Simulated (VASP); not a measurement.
Write the native input for VASP 6.6.1 that does the following.

```yaml
Task: single point
Functional: PBE
Potentials_or_basis: VASP PAW PBE potentials, release 64 (Ti_sv, H)
Cutoff: 520 eV
k_mesh: 10 × 10 × 1
Occupations: gaussian, width 0.1 eV
Spin: no spin polarisation
Dipole_correction: yes
Further_INCAR_settings: ALGO = Normal; EDIFF = 1e-06; NBANDS = 26
```

The structure of Ti3H lies in POSCAR:

```
Ti3H
1.0
    2.8192036097      0.0000000000      0.0000000000
   -0.9397345366      2.6579706533      0.0000000000
    0.0000000000      0.0000000000     19.8263799740
Ti H
3 1
Direct
    0.5000000000      0.5000000000      0.2017514042
    0.0000000000      0.0000000000      0.3111715134
    0.5000000000      0.5000000000      0.4199647129
    0.8333333333      0.8333333333      0.4893470947
```

The input as run:

INCAR

```
PREC     = Accurate       # precision mode
ENCUT    = 520            # plane-wave cutoff, eV
EDIFF    = 1E-6           # SCF threshold, eV
ISMEAR   = 0              # smearing method
SIGMA    = 0.1            # smearing width, eV
LREAL    = False          # projectors in reciprocal space
LASPH    = True           # aspherical terms in the spheres
NELM     = 100            # most SCF steps
ALGO     = Normal         # electronic algorithm
ISIF     = 2              # what is computed and relaxed
LWAVE    = False          # write WAVECAR
LCHARG   = True           # write CHGCAR
LDIPOL   = True         
IDIPOL   = 3            
DIPOL    = 0.5 0.5 0.356
GGA      = PE             # functional
LELF     = True           # ELF
LVHAR    = True         
LVACPOTAV= True         
NBANDS   = 26             # bands
```

KPOINTS

```
Automatic mesh
0
Gamma
  10 10 1
```

Potentials or basis: VASP PAW PBE potentials, release 64 (Ti_sv, H).

Command:

```sh
$ cat potpaw_PBE.64/Ti_sv/POTCAR potpaw_PBE.64/H/POTCAR > POTCAR
$ mpirun -np 1 vasp_std > vasp.out
```

It gave:

```yaml
Largest_force: 1.451 eV/Å
Band_gap_on_the_k_mesh: zero (an odd number of electrons rules out a gap without spin polarisation)
```

Run time: 2.8 min on 1 thread of Intel(R) Xeon(R) 6975P-C (Granite Rapids), on a shared host, peak memory 0.33 GiB.
